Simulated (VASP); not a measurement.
# SiO2 (P6_222) in VASP: further runs

The runs below take SiO2 through single point, with PBE.

All numbers are computed with VASP 6.6.1; they aren't measurements. Logs are shortened: lines on timing, memory, paths and dates and some standing lists are left out, and cuts for length are marked.

### Step 1. The cell of the first run

Symmetry: P6_222, No. 180, hexagonal system. The conventional cell has a = 5.105 Å, b = 5.105 Å, c = 5.585 Å, α = 90.00°, β = 90.00°, γ = 120.00°. Within 2.2 Å of Si (site symmetry 222) lie 4 O at 1.62 Å. Within 2.2 Å of O (site symmetry 2) lie 2 Si at 1.62 Å.

### Step 2. Single point, PBE

Input file INCAR:

```
PREC = Accurate
ENCUT = 520
EDIFF = 1E-7
ISMEAR = 0
SIGMA = 0.1
LREAL = F
LASPH = T
NELM = 60
ALGO = Normal
ISIF = 2
LWAVE = F
LCHARG = F
GGA = PE
NBANDS = 34
```

Input file KPOINTS:

```
regular mesh
0
Gamma
  6 6 4
```

Input file POSCAR:

```
SiO2
1.0
    5.1048960585      0.0000000000      0.0000000000
   -2.5524480292      4.4209696703      0.0000000000
    0.0000000000      0.0000000000      5.5846859247
Si O
3 6
Direct
    0.5000000000      0.0000000000      0.0000000000
    0.5000000000      0.5000000000      0.3333333333
    0.0000000000      0.5000000000      0.6666666667
    0.4159266453      0.2079633227      0.1666666667
    0.2079633227      0.4159266453      0.5000000000
    0.7920366773      0.2079633227      0.8333333333
    0.5840733547      0.7920366773      0.1666666667
    0.7920366773      0.5840733547      0.5000000000
    0.2079633227      0.7920366773      0.8333333333
```

Potentials or basis: VASP PAW PBE potentials, release 64 (Si, O).

Command:

```
cat potpaw_PBE.64/Si/POTCAR potpaw_PBE.64/O/POTCAR > POTCAR
mpirun -np 1 vasp_std > vasp.out
```

OUTCAR:

```text
PREC = Accurate
   ENCUT = 520
   EDIFF = 1E-7
   ISMEAR = 0
   LREAL = F
   LASPH = T
   NELM = 60
   ISIF = 2
   GGA = PE

 ion  position               nearest neighbor table
   1  0.500  0.000  0.000-   6 1.62   9 1.62   7 1.62   4 1.62
   2  0.500  0.500  0.333-   4 1.62   7 1.62   5 1.62   8 1.62
   3  0.000  0.500  0.667-   6 1.62   9 1.62   8 1.62   5 1.62
   4  0.416  0.208  0.167-   2 1.62   1 1.62
   5  0.208  0.416  0.500-   2 1.62   3 1.62
   6  0.792  0.208  0.833-   3 1.62   1 1.62
   7  0.584  0.792  0.167-   2 1.62   1 1.62
   8  0.792  0.584  0.500-   2 1.62   3 1.62
   9  0.208  0.792  0.833-   3 1.62   1 1.62

  LATTYP: Found a hexagonal cell.
 ALAT       =     5.1048960585
 C/A-ratio  =     1.0939862165

  Lattice vectors:

 A1 = (   5.1048960585,   0.0000000000,   0.0000000000)
 A2 = (  -2.5524480292,   4.4209696703,   0.0000000000)
 A3 = (   0.0000000000,   0.0000000000,   5.5846859247)

Analysis of symmetry for initial positions (statically):
=====================================================================
 Subroutine PRICEL returns:
 Original cell was already a primitive cell.

 Routine SETGRP: Setting up the symmetry group for a
 hexagonal supercell.

 Subroutine GETGRP returns: Found 12 space group operations
 (whereof  4 operations were pure point group operations)
 out of a pool of 24 trial point group operations.

The static configuration has the point symmetry D_2 .
 The point group associated with its full space group is D_6 .

Analysis of symmetry for dynamics (positions and initial velocities):
=====================================================================
 Subroutine PRICEL returns:
 Original cell was already a primitive cell.

 Routine SETGRP: Setting up the symmetry group for a
 hexagonal supercell.

 Subroutine GETGRP returns: Found 12 space group operations
 (whereof  4 operations were pure point group operations)
 out of a pool of 24 trial point group operations.

The dynamic configuration has the point symmetry D_2 .
 The point group associated with its full space group is D_6 .

 Subroutine INISYM returns: Found 12 space group operations
 (whereof  4 operations are pure point group operations),
 and found     1 'primitive' translations

----------------------------------------------------------------------------------------

                                     Primitive cell

  volume of cell :     126.0385

[... 105 lines left out ...]
   ISYM   =      2    0-nonsym 1-usesym 2-fastsym
   POTIM  = 0.5000    time-step for ionic-motion
   TEBEG  =    0.0;   TEEND  =   0.0 temperature during run
   PSTRESS=    0.0 pullay stress
   NELECT =      48.0000    total number of electrons
   NUPDOWN=      -1.0000    fix difference up-down
   EMIN   =  10.00;   EMAX   =-10.00  energy-range for DOS
   EFERMI =   0.00;   METHOD = LEGACY
   ISMEAR =     0;   SIGMA  =   0.10  broadening in eV -4-tet -1-fermi 0-gaus
   EFERMI_NEDOS =   21; number of points for ismear=-14 and -15
   IALGO  =     38    algorithm
   IMIX   =      4    mixing-type and parameters
     AMIX     =   0.40;   BMIX     =  1.00
     AMIX_MAG =   1.60;   BMIX_MAG =  1.00
  volume/ion in A,a.u.               =      14.00        94.51
  Fermi-wavevector in a.u.,A,eV,Ry     =   1.186645  2.242434 19.158725  1.408127
  Thomas-Fermi vector in A             =   2.322813
   LORBIT       =      0    0 simple, 1 ext, 2 COOP (PROOUT), +10 PAW based schemes
   GGA     = PE    functional components
   LHFCALC =     F    Hartree Fock is set to
   AEXX    =    0.0000 exact exchange contribution
   IVDW    =     0    specifies the selected vdW correction
   LEPSILON=     F    determine dielectric tensor
   LRPA    =     F    only Hartree local field effects (RPA)
 non-spin polarized calculation
 Gauss-broadening in eV      SIGMA  =   0.10
  energy-cutoff  :      520.00
  volume of cell :      126.04
 maximum number of plane-waves:      3420
 NGX is ok and might be reduce to    40
   NGX = 19   NGY = 19   NGZ = 21

 number of electron      47.9999978 magnetization

 Free energy of the ion-electron system (eV)
  ---------------------------------------------------
  ext. energy  EPLUGINS =         0.00000000
  ---------------------------------------------------
  free energy    TOTEN  =       -71.12586060 eV

  energy without entropy =      -71.12586060  energy(sigma->0) =      -71.12586060

 E-fermi :   0.8730     XC(G=0):  -8.6150

 val. band max:        0.3444220978   @ k =   0.5000  -0.0000   0.0000
 cond. band min:       5.8959050636   @ k =   0.0000   0.0000   0.0000
 fundamental gap:      5.5514829658
 Fermi energy:         0.8729767874

 k-point     1 :       0.0000    0.0000    0.0000
  band No.  band energies     occupation
      1     -18.9421      2.00000
      2     -17.5296      2.00000
      3     -17.5296      2.00000
      4     -16.9478      2.00000
      5     -16.9143      2.00000
      6     -16.9143      2.00000
[... 766 lines left out ...]
     33      11.7032      0.00000
     34      11.7133      0.00000

------------------------ aborting loop because EDIFF is reached ----------------------------------------

  FORCE on cell =-STRESS in cart. coord.  units (eV):
  Direction    XX          YY          ZZ          XY          YZ          ZX
  --------------------------------------------------------------------------------------
  -------------------------------------------------------------------------------------
  Total        0.0683947      0.0683947      0.1113269      0.0000000      0.0000000      0.0000000
  in kB        0.8694206      0.8694206      1.4151666      0.0000000      0.0000000      0.0000000
  external PRESSURE =       1.0513360 kB  Pullay stress =       0.0000000 kB

 VOLUME and BASIS-vectors are now :
 -----------------------------------------------------------------------------
  energy-cutoff  :      520.00
  volume of cell :      126.04
      direct lattice vectors                 reciprocal lattice vectors
     5.104896058  0.000000000  0.000000000     0.195890374  0.113097360  0.000000000
    -2.552448029  4.420969670  0.000000000     0.000000000  0.226194721  0.000000000
     0.000000000  0.000000000  5.584685925     0.000000000  0.000000000  0.179061099

 POSITION                                       TOTAL-FORCE (eV/Angst)
 -----------------------------------------------------------------------------------
      2.55245      0.00000      0.00000        -0.000000     -0.000000     -0.000000
      1.27622      2.21048      1.86156        -0.000000     -0.000000     -0.000000
     -1.27622      2.21048      3.72312        -0.000000     -0.000000      0.000000
      1.59245      0.91940      0.93078         0.013600      0.007852     -0.000000
      0.00000      1.83880      2.79234         0.000000      0.015703      0.000000
      3.51245      0.91940      4.65390        -0.013600      0.007852     -0.000000
      0.96000      3.50157      0.93078        -0.013600     -0.007852      0.000000
      2.55245      2.58217      2.79234        -0.000000     -0.015703      0.000000
     -0.96000      3.50157      4.65390         0.013600     -0.007852      0.000000
 -----------------------------------------------------------------------------------
    total drift:                               -0.000000      0.000000      0.000001

  FREE ENERGIE OF THE ION-ELECTRON SYSTEM (eV)
  ---------------------------------------------------
  free  energy   TOTEN  =       -71.1258606044 eV

  energy  without entropy=      -71.1258606044  energy(sigma->0) =      -71.12586060
```

OSZICAR:

```text
N       E                     dE             d eps       ncg     rms          rms(c)
DAV:   1     0.283561224327E+03    0.28356E+03   -0.24875E+04  1436   0.129E+03
DAV:   2    -0.610919323216E+02   -0.34465E+03   -0.33417E+03  1838   0.300E+02
DAV:   3    -0.806017412788E+02   -0.19510E+02   -0.19430E+02  1808   0.757E+01
DAV:   4    -0.808246471513E+02   -0.22291E+00   -0.22262E+00  1824   0.903E+00
DAV:   5    -0.808280170005E+02   -0.33698E-02   -0.33682E-02  1792   0.110E+00    0.251E+01
DAV:   6    -0.711013902967E+02    0.97266E+01   -0.35642E+01  1624   0.316E+01    0.120E+01
DAV:   7    -0.711171246449E+02   -0.15734E-01   -0.97969E-01  1712   0.480E+00    0.431E+00
DAV:   8    -0.711129560853E+02    0.41686E-02   -0.43708E-02  1780   0.155E+00    0.171E+00
DAV:   9    -0.711239146113E+02   -0.10959E-01   -0.27908E-02  1592   0.117E+00    0.344E-01
DAV:  10    -0.711259182737E+02   -0.20037E-02   -0.37480E-03  1668   0.316E-01    0.106E-01
DAV:  11    -0.711258488197E+02    0.69454E-04   -0.99737E-04  1744   0.184E-01    0.209E-02
DAV:  12    -0.711258580110E+02   -0.91913E-05   -0.25465E-05  1736   0.290E-02    0.198E-02
DAV:  13    -0.711258601962E+02   -0.21852E-05   -0.12896E-05  1592   0.198E-02    0.314E-03
DAV:  14    -0.711258606119E+02   -0.41570E-06   -0.41266E-07  1792   0.362E-03    0.830E-04
DAV:  15    -0.711258606044E+02    0.74579E-08   -0.19754E-08  1264   0.881E-04
   1 F= -.71125861E+02 E0= -.71125861E+02  d E =-.135212E-14
```

Wall time 63 s (1 thread of Intel Xeon Platinum 8488C (Sapphire Rapids), shared host); peak memory 0.26 GiB.

What came out:

```
Free energy            : -71.1259 eV
Pressure               : 0.1 GPa
Largest force          : 0.016 eV/Å
Band gap on the k mesh : 5.55 eV, indirect (least direct gap 5.73 eV)
```

Forces on the atoms (eV/Å):
```
Si   0.000  0.000  0.000
Si   0.000  0.000  0.000
Si   0.000  0.000  0.000
O    0.014  0.008  0.000
O    0.000  0.016  0.000
O   -0.014  0.008  0.000
O   -0.014 -0.008  0.000
O    0.000 -0.016  0.000
O    0.014 -0.008  0.000
```

### Step 3. Single point, PBE

Input file INCAR:

```
SYSTEM = SiO2
PREC = Accurate ; ENCUT = 520
EDIFF = 1E-7 ; ISMEAR = 0
SIGMA = 0.05 ; LREAL = .FALSE.
LASPH = .TRUE. ; NELM = 60
ALGO = Normal ; ISIF = 2
LWAVE = .FALSE. ; LCHARG = .TRUE.
GGA = PE ; LELF = .TRUE.
LVHAR = .TRUE. ; NBANDS = 34
```

Input file KPOINTS:

```
regular mesh
0
G
  6 6 4
  0 0 0
```

POSCAR is that of step 2.

Potentials or basis: VASP PAW PBE potentials, release 64 (Si, O).

Command:

```
cat potpaw_PBE.64/Si/POTCAR potpaw_PBE.64/O/POTCAR > POTCAR
mpirun -np 1 vasp_std > vasp.out
```

Wall time 65 s (1 thread of Intel Xeon Platinum 8488C (Sapphire Rapids), shared host); peak memory 0.26 GiB.

It converged, with:

```
Free energy            : -71.1259 eV
Pressure               : 0.1 GPa
Largest force          : 0.016 eV/Å
Band gap on the k mesh : 5.55 eV, indirect (least direct gap 5.73 eV)
```

Forces in eV/Å, atoms in the order of the input:
```
Si   0.000  0.000  0.000
Si   0.000  0.000  0.000
Si   0.000  0.000  0.000
O    0.014  0.008  0.000
O    0.000  0.016  0.000
O   -0.014  0.008  0.000
O   -0.014 -0.008  0.000
O    0.000 -0.016  0.000
O    0.014 -0.008  0.000
```

Levels at points of the mesh, in eV from the valence-band top:
```
           k point  band 22  band 23  band 24  band 25  band 26  band 27
(0.00, 0.00, 0.00)    -0.44    -0.44    -0.18     5.55     8.84     8.84
(0.50, 0.00, 0.00)    -0.96    -0.34     0.00     7.59     8.41     9.51
(0.00, 0.00, 0.50)    -0.28     0.00     0.00     7.38     7.38     8.40
(0.50, 0.00, 0.50)    -0.70    -0.67    -0.33     8.25     8.86     9.20
```

A k mesh can miss the band edges.
